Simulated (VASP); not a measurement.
**CdTe: single point with PBE**

Crystal: CdTe.

```
CELL_PARAMETERS angstrom
0.00000 3.30869 3.40795
3.30869 0.00000 3.40795
3.30869 3.30869 0.00000
ATOMIC_POSITIONS crystal
Cd 0.00000 0.00000 0.00000
Te 0.75000 0.75000 0.75000
```

This cell differs from its parent crystal: strain +0.000 along x and y, +0.030 along z.

```yaml
Program: VASP 6.6.1
Task: single point
Functional: PBE
Potentials_or_basis: VASP PAW PBE potentials, release 64 (Cd, Te)
Cutoff: 520 eV
k_mesh: 10 × 10 × 10
Occupations: gaussian, width 0.05 eV
Spin: no spin polarisation
```

```yaml
Pressure: -0.9 GPa
Band_gap_on_the_k_mesh: 0.46 eV
```

Stress tensor (GPa, compression positive):
```
-0.69  0.00  0.00
 0.00 -0.69  0.00
 0.00  0.00 -1.22
```

Levels at points of the mesh, in eV from the valence-band top:
```tsv
k point	band 7	band 8	band 9	band 10	band 11	band 12
(0.00, 0.00, 0.00)	-0.09	0.00	0.00	0.46	4.62	4.62
(0.50, 0.00, 0.00)	-3.96	-0.74	-0.61	1.69	5.11	5.26
(0.50, 0.50, 0.00)	-4.00	-1.52	-1.52	2.77	2.83	8.20
(0.50, 0.00, 0.50)	-3.87	-1.66	-1.62	2.56	2.74	8.39
```

Wall time 43 s on 1 thread of Intel(R) Xeon(R) 6975P-C (Granite Rapids) (shared host), peak memory 0.28 GiB.

Caveat: the cell differs from its parent crystal (strain +0.000 along x and y, +0.030 along z); spin-orbit coupling is left out, which moves the levels of the heavy elements.
